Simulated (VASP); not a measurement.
A run of VASP 6.6.1 is set up as follows.

The input INCAR:

```
SYSTEM = Ca
PREC = Accurate
ENCUT = 600
EDIFF = 1E-6
ISMEAR = -1
SIGMA = 0.1
LREAL = .FALSE.
LASPH = .TRUE.
NELM = 60
ALGO = Normal
ISIF = 3
LWAVE = .FALSE.
LCHARG = .FALSE.
IBRION = 2
NSW = 80
EDIFFG = -0.01
```

KPOINTS

```
regular mesh
0
G
  9 9 9
  0 0 0
```

POSCAR

```
Ca
1.0
    3.6119528465      0.0000000000      0.0000000000
    0.0000000000      3.6119528465      0.0000000000
    0.0000000000      0.0000000000      3.6119528465
Ca
1
Direct
    0.0000000000      0.0000000000      0.0000000000
```

Potentials or basis: VASP PAW LDA potentials, release 64 (Ca_sv).

Command:

```console
$ cat potpaw_LDA.64/Ca_sv/POTCAR > POTCAR
$ mpirun -np 1 vasp_std > vasp.out
```

Problem. Predict the relaxed cell.

Solution. a = 3.368 Å, b = 3.368 Å, c = 3.368 Å, α = 90.00°, β = 90.00°, γ = 90.00°.

Problem. What does it give for the band gap on the k mesh?

Solution. Zero (bands 5 and 6 overlap by 0.56 eV).

Problem. Predict the relaxed volume.

Solution. 38.21 Å³/atom.

Step by step:
```tsv
step	energy change (eV)	largest force (eV/Å)	pressure (GPa)	volume (Å³)
1	0.0000	0.0000	-1.85	47.12
2	-0.0355	0.0000	-1.28	43.51
3	-0.0578	0.0000	-0.21	38.98
4	-0.0582	0.0000	0.02	38.21
```

Caveat: the volume moved by over 15 % at a fixed basis, so the end points are rough.
